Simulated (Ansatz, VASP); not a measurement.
**Two plane-wave programs on Zr**

The input INCAR:

```
PREC = Accurate
ENCUT = 520
EDIFF = 1E-8
ISMEAR = -1
SIGMA = 0.08
LREAL = False
LASPH = True
NELM = 60
ALGO = Normal
ISIF = 2
LWAVE = False
LCHARG = False
GGA = PS
LEFG = True
NBANDS = 19
```

Contents of KPOINTS:

```
regular mesh
0
Gamma
  13 13 7
```

File POSCAR:

```
Zr
1.0
    3.2103063057      0.0000000000      0.0000000000
   -1.6051531528      2.7802068146      0.0000000000
    0.0000000000      0.0000000000      5.1124553350
Zr
2
Direct
    0.3333333333      0.6666666667      0.2500000000
    0.6666666667      0.3333333333      0.7500000000
```

Input for Ansatz:

```yaml
crystal:
  lattice:
    - [3.2103063057, 0.0, 0.0]
    - [-1.6051531528, 2.7802068146, 0.0]
    - [0.0, 0.0, 5.112455335]
  atoms:
    - { symbol: Zr, position: [0.3333333333, 0.6666666667, 0.25] }
    - { symbol: Zr, position: [0.6666666667, 0.3333333333, 0.75] }
kpoints:
  mp_grid: { grid: [13, 13, 7] }
scf:
  occupations: { method: fermi_dirac, width: 0.08 }
hamiltonian:
  xc: pbesol
  pseudopotentials: { kind: paw }
output:
  forces: true
  stress: true
  eigenvalues: true
  efg: { contact_densities: true }
  write_density: true
  write_potential: true
  elf: true
  volumetric_format: npy
```

Change from the starting cell: volume scaled by 0.98, PAW files.

Alike in both runs: task electric field gradients; functional PBEsol; k mesh 13 × 13 × 7; occupations fermi-dirac, width 0.08 eV; no spin polarisation.

|  | VASP | Ansatz |
| --- | --- | --- |
| version | VASP 6.6.1 | Ansatz 0.2.0 |
| potentials or method | VASP PAW PBE potentials, release 64 (Zr_sv) | PAW with Ansatz's default frozen-core files, scalar-relativistic |
| plane-wave cutoff (eV) | 520 | 420 |
| valence electrons in the cell | 24 | 24 |

|  | VASP | Ansatz | Ansatz less VASP |
| --- | --- | --- | --- |
| pressure (GPa) | -1.4 | -1.4 | -0.05 |
| traceless stress, the component that is largest in VASP (GPa) | 0.55 | 0.55 | 0.000 |
| size of Vzz on the site where it differs most (V/Å²) | 43.6 | 44.2 | +0.57 |

VASP's potentials were made for PBE, not for PBEsol.
